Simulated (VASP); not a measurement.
Input of a VASP 6.6.1 run:

INCAR

```
  ALGO = Normal
  EDIFF = 1E-8
  ENCUT = 520
  GGA = PE
  ISIF = 2
  ISMEAR = -1
  LASPH = True
  LCHARG = False
  LEFG = True
  LREAL = Auto
  LWAVE = False
  NBANDS = 86
  NELECT = 128.0
  NELM = 100
  PREC = Accurate
  SIGMA = 0.01
```

File KPOINTS:

```
k-points
0
Gamma
  4 4 2
```

Contents of POSCAR:

```
Si16C15N
1.0
    6.1520000000      0.0000000000      0.0000000000
   -3.0760000000      5.3277882840      0.0000000000
    0.0000000000      0.0000000000     10.0960000000
Si N C
16 1 15
Direct
    0.1666666666      0.3333333334      0.0000000000
    0.1666666666      0.3333333334      0.5000000000
    0.1666666666      0.8333333334      0.0000000000
    0.1666666666      0.8333333334      0.5000000000
    0.6666666666      0.3333333334      0.0000000000
    0.6666666666      0.3333333334      0.5000000000
    0.6666666666      0.8333333334      0.0000000000
    0.6666666666      0.8333333334      0.5000000000
    0.3333333334      0.1666666666      0.2500000000
    0.3333333334      0.1666666666      0.7500000000
    0.3333333334      0.6666666666      0.2500000000
    0.3333333334      0.6666666666      0.7500000000
    0.8333333334      0.1666666666      0.2500000000
    0.8333333334      0.1666666666      0.7500000000
    0.8333333334      0.6666666666      0.2500000000
    0.8333333334      0.6666666666      0.7500000000
    0.1666666666      0.3333333334      0.1925000000
    0.1666666666      0.3333333334      0.6925000000
    0.1666666666      0.8333333334      0.1925000000
    0.1666666666      0.8333333334      0.6925000000
    0.6666666666      0.3333333334      0.1925000000
    0.6666666666      0.3333333334      0.6925000000
    0.6666666666      0.8333333334      0.1925000000
    0.6666666666      0.8333333334      0.6925000000
    0.3333333334      0.1666666666      0.4425000000
    0.3333333334      0.1666666666      0.9425000000
    0.3333333334      0.6666666666      0.4425000000
    0.3333333334      0.6666666666      0.9425000000
    0.8333333334      0.1666666666      0.4425000000
    0.8333333334      0.1666666666      0.9425000000
    0.8333333334      0.6666666666      0.4425000000
    0.8333333334      0.6666666666      0.9425000000
```

Potentials or basis: VASP PAW PBE potentials, release 64 (Si, N, C).

Command:

```bash
$ cat potpaw_PBE.64/Si/POTCAR potpaw_PBE.64/N/POTCAR potpaw_PBE.64/C/POTCAR > POTCAR
$ mpirun -np 1 vasp_std > vasp.out
```

(1) Predict the largest force.

Results:

(1) 1.645 eV/Å.

Caveat: the cell carries a net charge on a neutralising background, which shifts energy and pressure; without QUAD_EFG the Cq values of the log hold for a quadrupole moment of 1 mb, not for the nuclei.
